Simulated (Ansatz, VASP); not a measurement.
BAs in VASP and in Ansatz

File INCAR:

```
SYSTEM = BAs
PREC = Accurate
ENCUT = 520
EDIFF = 1E-7
ISMEAR = -1
SIGMA = 0.05
LREAL = .False.
LASPH = .True.
NELM = 80
ALGO = Normal
ISIF = 2
LWAVE = .False.
LCHARG = .False.
GGA = PE
ALDAC = 0.0
AGGAC = 0.0
NBANDS = 11
```

Contents of KPOINTS:

```
regular mesh
0
Gamma
  10 10 10
  0 0 0
```

The input POSCAR:

```
BAs
1.0
    0.0000000000      2.3562190158      2.3562190158
    2.3562190158      0.0000000000      2.3562190158
    2.3562190158      2.3562190158      0.0000000000
As B
1 1
Direct
    0.7500000000      0.7500000000      0.7500000000
    0.0000000000      0.0000000000      0.0000000000
```

input.yaml

```yaml
crystal:
  lattice:
    - [0.0, 2.3562190158, 2.3562190158]
    - [2.3562190158, 0.0, 2.3562190158]
    - [2.3562190158, 2.3562190158, 0.0]
  atoms:
    - { symbol: As, position: [0.75, 0.75, 0.75] }
    - { symbol: B, position: [0.0, 0.0, 0.0] }
hamiltonian:
  xc: { exchange: pbe, correlation: none }
  pseudopotentials: { kind: paw }
kpoints:
  mp_grid: { grid: [10, 10, 10] }
scf:
  occupations: { method: fermi_dirac, width: 0.05 }
output:
  forces: true
  stress: true
  eigenvalues: true
```

Alike in both runs: task single point; functional PBE exchange alone; k mesh 10 × 10 × 10; occupations fermi-dirac, width 0.05 eV; no spin polarisation.

|  | VASP | Ansatz |
| --- | --- | --- |
| version | VASP 6.6.1 | Ansatz 0.2.0 |
| potentials or method | VASP PAW PBE potentials, release 64 (As, B) | Ansatz PAW |
| plane-wave cutoff (eV) | 520 | 420 |
| valence electrons in the cell | 8 | 18 |

VASP gave:

| Property | Result |
| --- | --- |
| gap on the k mesh at the Fermi level (eV) | 1.37 |
| least direct gap on the mesh (eV) | 3.41 |
| pressure (GPa) | 25.3 |

Task: Which values does Ansatz return?

Result: gap on the k mesh at the Fermi level (eV): 1.38; least direct gap on the mesh (eV): 3.41; pressure (GPa): 24.3.

VASP's potentials were made for PBE, not for PBE exchange alone. VASP's potentials hold 8 valence electrons a cell and Ansatz's 18, so a difference there can come from the potentials and not from the codes.
